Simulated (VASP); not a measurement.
Crystal: Cu5SnO2.

```
CELL_PARAMETERS angstrom
3.90000 0.00000 0.00000
0.00000 3.90000 0.00000
0.00000 0.00000 6.90000
ATOMIC_POSITIONS crystal
Cu 0.50000 0.00000 0.27000
Cu 0.50000 0.00000 0.73000
Cu 0.00000 0.50000 0.27000
Cu 0.00000 0.50000 0.73000
Cu 0.50000 0.50000 0.50000
Sn 0.00000 0.00000 0.00000
O 0.50000 0.00000 0.00000
O 0.00000 0.50000 0.00000
```

```yaml
Program: VASP 6.6.1
Task: relaxation of cell and atoms
Functional: PBE
Potentials_or_basis: VASP PAW PBE potentials, release 64 (Cu, Sn_d, O)
Cutoff: 600 eV
k_mesh: 4 × 4 × 3
Occupations: gaussian, width 0.2 eV
Spin: collinear spin
Starting_moments: "[1.0, 1.0, 1.0, 1.0, 1.0, 0.0, 0.0, 0.0] μB"
```

At the start: pressure 23.2 GPa; volume 13.12 Å³/atom.

Problem. How do energy, volume and symmetry change on relaxing?

Solution. Over 18 steps the energy falls by 361.1 meV/atom and the volume is 14.89 Å³/atom (+13.5 %); space group P4/mmm (No. 123, to 0.1 Å) before and after; moment 0.00 μB per cell.

The path:
| step | energy change (eV) | largest force (eV/Å) | pressure (GPa) | volume (Å³) |
| --- | --- | --- | --- | --- |
| 1 | 0.0000 | 3.1794 | 23.23 | 104.95 |
| 2 | -1.3026 | 0.2023 | -9.23 | 136.56 |
| 3 | -1.7062 | 0.7287 | -2.09 | 123.89 |
| 4 | -1.7061 | 0.7537 | -1.79 | 123.49 |
| 5 | -1.9035 | 0.7551 | -1.26 | 121.61 |
| 6 | -2.5102 | 0.5856 | 1.67 | 115.84 |
| 7 | -0.0275 | 7.3014 | 27.50 | 103.75 |
| 8 | -2.5205 | 0.7465 | 2.92 | 114.80 |
| 9 | -2.5773 | 0.5800 | 9.77 | 109.35 |
| 10 | -2.6638 | 0.4056 | 5.44 | 112.28 |
| 11 | -2.6753 | 0.1069 | 6.94 | 111.11 |
| 12 | -2.7397 | 0.3757 | 5.92 | 112.42 |
| 13 | -2.7426 | 0.5348 | 5.68 | 112.79 |
| 14 | -2.8171 | 0.3863 | 3.35 | 114.98 |
| 15 | -2.8686 | 0.1399 | -0.79 | 119.67 |
| 16 | -2.8693 | 0.1599 | -0.44 | 119.21 |
| 17 | -2.8770 | 0.1144 | -0.32 | 119.19 |
| 18 | -2.8888 | 0.0360 | 0.12 | 119.11 |

Final structure:
```
Cu Sn O
1.0
     4.32027    0.00000    0.00000
     0.00000    4.32027    0.00000
     0.00000    0.00000    6.38146
Cu Sn O
5 1 2
Cartesian
  2.1601 0.0000 2.0033
  2.1601 0.0000 4.3782
  0.0000 2.1601 2.0033
  0.0000 2.1601 4.3782
  2.1601 2.1601 3.1907
  0.0000 0.0000 0.0000
  2.1601 0.0000 0.0000
  0.0000 2.1601 0.0000
```

Caveat: the k points lie up to 0.36 Å⁻¹ apart in the final cell; the relaxation stopped at a loose force limit of 0.08 eV/Å, so its end isn't a converged minimum.
